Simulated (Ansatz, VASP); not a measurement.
## Two plane-wave programs on BaTiO3

The input INCAR:

```
SYSTEM = BaTiO3
PREC = Accurate
ENCUT = 520
EDIFF = 1E-6
ISMEAR = 0
SIGMA = 0.05
LREAL = .FALSE.
LASPH = .TRUE.
NELM = 100
ALGO = Normal
ISIF = 2
LWAVE = .FALSE.
LCHARG = .FALSE.
GGA = PS
NBANDS = 28
```

Contents of KPOINTS:

```
Automatic mesh
0
G
  6 6 6
  0 0 0
```

Contents of POSCAR:

```
BaTiO3
1.0
    4.0060000000      0.0600900000      0.0600900000
    0.0600900000      4.0060000000      0.0600900000
    0.0600900000      0.0600900000      4.0060000000
Ba Ti O
1 1 3
Direct
    0.5000000000      0.5000000000      0.5000000000
    0.0000000000      0.0000000000      0.0000000000
    0.5000000000      0.0000000000      0.0000000000
    0.0000000000      0.5000000000      0.0000000000
    0.0000000000      0.0000000000      0.5000000000
```

Input for Ansatz:

```yaml
crystal:
  lattice:
    - [4.006, 0.060090000000000005, 0.060090000000000005]
    - [0.060090000000000005, 4.006, 0.060090000000000005]
    - [0.060090000000000005, 0.060090000000000005, 4.006]
  atoms:
    - { symbol: Ba, position: [0.5, 0.5, 0.5] }
    - { symbol: Ti, position: [0.0, 0.0, 0.0] }
    - { symbol: O, position: [0.5, 0.0, 0.0] }
    - { symbol: O, position: [0.0, 0.5, 0.0] }
    - { symbol: O, position: [0.0, 0.0, 0.5] }
basis:
  ecutwfc: 550.0
kpoints:
  mp_grid:
    grid: [6, 6, 6]
hamiltonian:
  xc: pbesol
scf:
  occupations:
    method: gaussian
    width: 0.05
output:
  stress: true
```

Alike in both runs: task single point; functional PBEsol; k mesh 6 × 6 × 6; occupations gaussian, width 0.05 eV; no spin polarisation.

|  | VASP | Ansatz |
| --- | --- | --- |
| version | VASP 6.6.1 | Ansatz 0.2.0 |
| potentials or method | VASP PAW PBE potentials, release 64 (Ba_sv, Ti_sv, O), cutoff 520 eV | plane waves, PAW |
| valence electrons in the cell | 40 | 40 |

```csv
,VASP,Ansatz,Ansatz less VASP
pressure (GPa),-2.6,-4.4,-1.80
"traceless stress, the component that is largest in VASP (GPa)",-3.66,-3.54,+0.117
```

VASP's potentials were made for PBE, not for PBEsol.

Neither program's run includes spin-orbit coupling.
